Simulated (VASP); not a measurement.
# Mg4CdS3 in VASP: a series of runs, part 2 of 2

VASP 6.6.1. The steps go on from the part before.

### 4 Single point, PBE

Contents of INCAR:

```
SYSTEM = Mg4CdS3
PREC = Accurate
ENCUT = 520
EDIFF = 1E-6
ISMEAR = 0
SIGMA = 0.2
LREAL = .False.
LASPH = .True.
NELM = 60
ALGO = Normal
ISIF = 2
LWAVE = .False.
LCHARG = .False.
GGA = PE
NBANDS = 29
```

Contents of KPOINTS:

```
regular mesh
0
Gamma
  6 6 2
  0 0 0
```

Contents of POSCAR:

```
Mg4CdS3
1.0
    3.6395531151     -0.0001449007      0.0001479305
   -1.8199008573      3.1519279238     -0.0001354480
    0.0025321749     -0.0009551385     13.8561963018
Mg Cd S
4 1 3
Direct
    0.3332330603      0.6667281110      0.6093752174
    0.6667877505      0.3332491681      0.3906250663
    0.6668837715      0.3332702975      0.1657104953
    0.3331181916      0.6667719049      0.8342880527
    0.9999808398      1.0000145209     -0.0000013135
    0.6665030021      0.3334012661      0.7221234111
    0.3334910795      0.6665910296      0.2778781370
    0.0000023047      0.9999737019      0.5000009338
```

Run with:

```
cat potpaw_PBE.64/Mg/POTCAR potpaw_PBE.64/Cd/POTCAR potpaw_PBE.64/S/POTCAR > POTCAR
mpirun -np 1 vasp_std > vasp.out
```

Run time: 5 min. Hardware: 1 thread of Intel Xeon 8259CL, shared host; peak memory 0.38 GiB.

Results (log left out):

* Free energy: -27.1339 eV
* Pressure: -0.2 GPa
* Largest force: 0.011 eV/Å
* Band gap on the k mesh: zero (bands 19 and 20 overlap by 0.06 eV)

Forces in eV/Å, atoms in the order of the input:
```
Mg   0.000  0.000  0.006
Mg  -0.001  0.000 -0.006
Mg   0.000  0.000  0.011
Mg   0.000  0.000 -0.011
Cd   0.000  0.000  0.000
S    0.000  0.000 -0.010
S    0.000  0.000  0.010
S    0.000  0.000  0.000
```

Levels at points of the mesh, in eV from the Fermi level:
```
           k point  band 16  band 17  band 18  band 19  band 20  band 21  band 22  band 23
(0.00, 0.00, 0.00)    -1.87    -1.76    -1.76    -1.09     1.76     3.07     3.14     4.33
(0.50, 0.00, 0.00)    -2.77    -2.50    -2.22    -1.28     0.32     1.55     1.87     2.92
(0.00, 0.50, 0.00)    -2.77    -2.50    -2.22    -1.28     0.32     1.55     1.87     2.92
(0.50, 0.50, 0.00)    -2.77    -2.50    -2.22    -1.28     0.32     1.54     1.87     2.92
(0.00, 0.00, 0.50)    -1.87    -1.76    -1.76    -1.69     2.57     2.68     3.07     4.06
(0.50, 0.00, 0.50)    -2.77    -2.50    -2.14    -1.39     0.04     2.16     2.22     2.76
(0.00, 0.50, 0.50)    -2.77    -2.50    -2.14    -1.39     0.04     2.16     2.22     2.76
(0.50, 0.50, 0.50)    -2.77    -2.50    -2.14    -1.39     0.04     2.16     2.22     2.76
```

Caveat: semilocal functionals underestimate gaps, so a narrow gap can read as zero.

### 5 Relaxation of cell and atoms, PBE

This run uses another cell than the first one, of 19.38 Å³/atom.

Contents of INCAR:

```
SYSTEM = Mg4CdS3
ALGO     = Normal         ! electronic algorithm
EDIFF    = 1E-6           ! SCF threshold, eV
EDIFFG   = -0.08          ! ionic threshold
ENCUT    = 600            ! plane-wave cutoff, eV
GGA      = PE             ! functional
IBRION   = 2              ! ionic algorithm
ISIF     = 3              ! what is computed and relaxed
ISMEAR   = 0              ! smearing method
LASPH    = .True.         ! aspherical terms in the spheres
LCHARG   = .False.        ! write CHGCAR
LREAL    = .False.        ! projectors in reciprocal space
LWAVE    = .False.        ! write WAVECAR
NELM     = 100            ! most SCF steps
NSW      = 36             ! ionic steps
PREC     = Accurate       ! precision mode
SIGMA    = 0.2            ! smearing width, eV
```

Contents of KPOINTS:

```
k-points
0
Gamma
  5 5 2
  0 0 0
```

Contents of POSCAR:

```
Mg4CdS3
1.0
    3.8000000000      0.0000000000      0.0000000000
   -1.9000000000      3.2908965300      0.0000000000
    0.0000000000      0.0000000000     12.4000000000
Mg Cd S
4 1 3
Direct
    0.3333333300      0.6666666700      0.6100000000
    0.6666666700      0.3333333300      0.3900000000
    0.6666666700      0.3333333300      0.1700000000
    0.3333333300      0.6666666700      0.8300000000
    0.0000000000      0.0000000000      0.0000000000
    0.6666666700      0.3333333300      0.7200000000
    0.3333333300      0.6666666700      0.2800000000
    0.0000000000      0.0000000000      0.5000000000
```

Run with:

```
cat potpaw_PBE.64/Mg/POTCAR potpaw_PBE.64/Cd/POTCAR potpaw_PBE.64/S/POTCAR > POTCAR
mpirun -np 1 vasp_std > vasp.out
```

Wall time 8.9 min (1 thread of Intel Xeon 8259CL, shared host); peak memory 0.32 GiB.

The run converged. Its results:

```yaml
Free_energy: -27.2299 eV
Relaxed_volume: 19.77 Å³/atom
Relaxed_cell: a = 3.628 Å, b = 3.628 Å, c = 13.875 Å, α = 90.00°, β = 90.00°, γ = 120.00°
Space_group_after_relaxing_to_0.1_Å: P-3m1 (No. 164)
Energy_gained_by_relaxing: 116.7 meV/atom
Ionic_steps: 8
Pressure_after_relaxing: 0.0 GPa
Largest_force_after_relaxing: 0.041 eV/Å
Band_gap_on_the_k_mesh: 0.47 eV (least direct gap 0.56 eV)
```

Forces on the atoms (eV/Å):
```
Mg   0.000  0.000 -0.038
Mg   0.000  0.000  0.038
Mg   0.000  0.000  0.041
Mg   0.000  0.000 -0.041
Cd   0.000  0.000  0.000
S    0.000  0.000  0.039
S    0.000  0.000 -0.039
S    0.000  0.000  0.000
```

The path:
```tsv
step	energy change (eV)	largest force (eV/Å)	pressure (GPa)	volume (Å³)
1	0.0000	1.2096	2.66	155.07
2	-0.7721	0.2216	-1.00	161.95
3	-0.8195	0.5440	-2.06	164.43
4	-0.8204	0.5082	-1.95	164.13
5	-0.9121	0.3539	-0.22	158.68
6	-0.9183	0.2981	0.39	156.96
7	-0.9314	0.1090	0.14	157.75
8	-0.9332	0.0414	0.00	158.18
```

Final structure:
```
CELL_PARAMETERS angstrom
3.62819 0.00000 0.00000
-1.81409 3.14210 0.00000
0.00000 0.00000 13.87529
ATOMIC_POSITIONS crystal
Mg 0.33333 0.66667 0.60945
Mg 0.66667 0.33333 0.39055
Mg 0.66667 0.33333 0.16604
Mg 0.33333 0.66667 0.83396
Cd 0.00000 0.00000 0.00000
S 0.66667 0.33333 0.72125
S 0.33333 0.66667 0.27875
S 0.00000 0.00000 0.50000
```

Levels at points of the mesh, in eV from the valence-band top:
```
           k point  band 17  band 18  band 19  band 20  band 21  band 22
(0.00, 0.00, 0.00)    -1.42    -1.42    -0.83     2.08     3.44     3.49
(0.00, 0.00, 0.50)    -1.44    -1.42    -1.42     2.88     3.05     3.44
```

Caveat: an odd mesh through Γ misses points on the zone boundary, where band edges can lie; the relaxation stopped at a loose force limit of 0.08 eV/Å, so its end isn't a converged minimum.

### 6 Single point, PBE (19.24 Å³/atom)

This run uses another cell than the first one, of 19.24 Å³/atom.

Contents of INCAR:

```
PREC = Accurate
ENCUT = 520
EDIFF = 1E-7
ISMEAR = 0
SIGMA = 0.1
LREAL = False
LASPH = True
NELM = 100
ALGO = Normal
ISIF = 2
LWAVE = False
LCHARG = True
GGA = PE
LELF = True
LVHAR = True
NBANDS = 29
```

Contents of KPOINTS:

```
regular mesh
0
Gamma
  12 12 4
```

Contents of POSCAR:

```
Mg4CdS3
1.0
    3.5918505015      0.0000000000      0.0000000000
   -1.7959252507      3.1106337809      0.0000000000
    0.0000000000      0.0000000000     13.7758997799
Mg Cd S
4 1 3
Direct
    0.3333333333      0.6666666667      0.6095958439
    0.6666666667      0.3333333333      0.3904041561
    0.6666666667      0.3333333333      0.1652003112
    0.3333333333      0.6666666667      0.8347996888
    0.0000000000      0.0000000000      0.0000000000
    0.6666666667      0.3333333333      0.7222601293
    0.3333333333      0.6666666667      0.2777398707
    0.0000000000      0.0000000000      0.5000000000
```

Potentials or basis: VASP PAW PBE potentials, release 64 (Mg, Cd, S).

Run with:

```
cat potpaw_PBE.64/Mg/POTCAR potpaw_PBE.64/Cd/POTCAR potpaw_PBE.64/S/POTCAR > POTCAR
mpirun -np 1 vasp_std > vasp.out
```

Wall time 9.6 min (1 thread of Intel Xeon 8259CL, shared host); peak memory 0.47 GiB.

Results (log left out):

| Property | Result |
| --- | --- |
| Free energy | -27.1685 eV |
| Pressure | 1.6 GPa |
| Largest force | 0.012 eV/Å |
| Band gap on the k mesh | zero (bands 19 and 20 overlap by 0.30 eV) |

Forces in eV/Å, atoms in the order of the input:
```
Mg   0.000  0.000  0.004
Mg   0.000  0.000 -0.004
Mg   0.000  0.000  0.012
Mg   0.000  0.000 -0.012
Cd   0.000  0.000  0.000
S    0.000  0.000 -0.006
S    0.000  0.000  0.006
S    0.000  0.000  0.000
```

Levels at points of the mesh, in eV from the Fermi level:
```csv
k point,band 16,band 17,band 18,band 19,band 20,band 21,band 22,band 23
"(0.00, 0.00, 0.00)",-1.87,-1.75,-1.75,-1.20,1.90,3.19,3.31,4.35
"(0.50, 0.00, 0.00)",-2.81,-2.54,-2.30,-1.42,0.22,1.57,1.89,2.84
"(0.00, 0.00, 0.50)",-1.87,-1.81,-1.75,-1.75,2.72,2.90,3.19,4.04
"(0.50, 0.00, 0.50)",-2.82,-2.53,-2.22,-1.53,-0.05,2.18,2.26,2.75
```

Caveat: semilocal functionals underestimate gaps, so a narrow gap can read as zero.

### 7 The runs side by side

| task | cell | k mesh | cutoff (eV) | smearing | gap on the mesh (eV) | pressure (GPa) | largest force (eV/Å) |
| --- | --- | --- | --- | --- | --- | --- | --- |
| single point | a = 3.634, b = 3.634, c = 13.889 Å, angles 90.0, 90.0, 120.0°, 8 atoms, atomic positions A | 5 × 5 × 2 | 520 | gaussian 0.2 eV | 0.47 | -0.3 | 0.04 |
| single point | a = 3.629, b = 3.629, c = 13.911 Å, angles 90.0, 90.0, 120.0°, 8 atoms, atomic positions A | 6 × 6 × 2 | 520 | gaussian 0.2 eV | none | -0.1 | 0.03 |
| single point | a = 3.640, b = 3.640, c = 13.856 Å, angles 90.0, 90.0, 120.0°, 8 atoms, atomic positions A | 6 × 6 × 2 | 520 | gaussian 0.2 eV | none | -0.2 | 0.01 |
| relaxation of cell and atoms | relaxed from a = 3.800, b = 3.800, c = 12.400 Å, angles 90.0, 90.0, 120.0°, 8 atoms, atomic positions B | 5 × 5 × 2 | 600 | gaussian 0.2 eV | 0.47 | 0.0 | 0.04 |
| single point | a = 3.592, b = 3.592, c = 13.776 Å, angles 90.0, 90.0, 120.0°, 8 atoms, atomic positions C | 12 × 12 × 4 | 520 | gaussian 0.1 eV | none | 1.6 | 0.01 |

Alike in all rows: level PBE; potentials or basis VASP PAW PBE potentials, release 64 (Mg, Cd, S); no spin polarisation.

Caveats: semilocal functionals underestimate gaps, so a narrow gap can read as zero (at least some runs); an odd mesh through Γ misses points on the zone boundary, where band edges can lie (at least some runs); the relaxation stopped at a loose force limit of 0.08 eV/Å, so its end isn't a converged minimum (at least some runs).

Absolute energies hang on the potentials; compare differences alone.
